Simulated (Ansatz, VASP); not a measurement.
# Two plane-wave programs on Si7Ge

```
Si Ge
1.0
     5.33127    0.00000    0.00000
     0.00000    5.33127    0.00000
     0.00000    0.00000    5.19457
Si Ge
7 1
Direct
  0.25243 0.25243 0.25243
  0.00000 0.50000 0.50000
  0.50000 0.50000 0.00000
  0.50000 0.00000 0.50000
  0.74757 0.25243 0.74757
  0.74757 0.74757 0.25243
  0.25243 0.74757 0.74757
  0.00000 0.00000 0.00000
```

Change from the starting cell: strain -0.025 along x and y, -0.050 along z, atoms carried along.

Alike in both runs: task single point; functional r2SCAN; k mesh 6 × 6 × 6; occupations gaussian, width 0.05 eV; no spin polarisation.

|  | VASP | Ansatz |
| --- | --- | --- |
| version | VASP 6.6.1 | Ansatz 0.2.0 |
| potentials or method | VASP PAW PBE potentials, release 64 (Si, Ge_d), cutoff 520 eV | scalar-relativistic, plane waves, PAW |
| valence electrons in the cell | 42 | 42 |

VASP gave:

```
gap on the k mesh at the Fermi level (eV)                     : 0.23
least direct gap on the mesh (eV)                             : 0.23
pressure (GPa)                                                : 11.7
traceless stress, the component that is largest in VASP (GPa) : 1.71
rms of the force components (eV/Å)                            : 0.008
```

**Question.** Estimate Ansatz's values.

**Answer.** gap on the k mesh at the Fermi level (eV): 0.22; least direct gap on the mesh (eV): 0.22; pressure (GPa): 11.9; traceless stress, the component that is largest in VASP (GPa): 1.70; rms of the force components (eV/Å): 0.006.

VASP's potentials were made for PBE, not for r2SCAN. Atom by atom the forces differ by 0.008 eV/Å (rms over components).
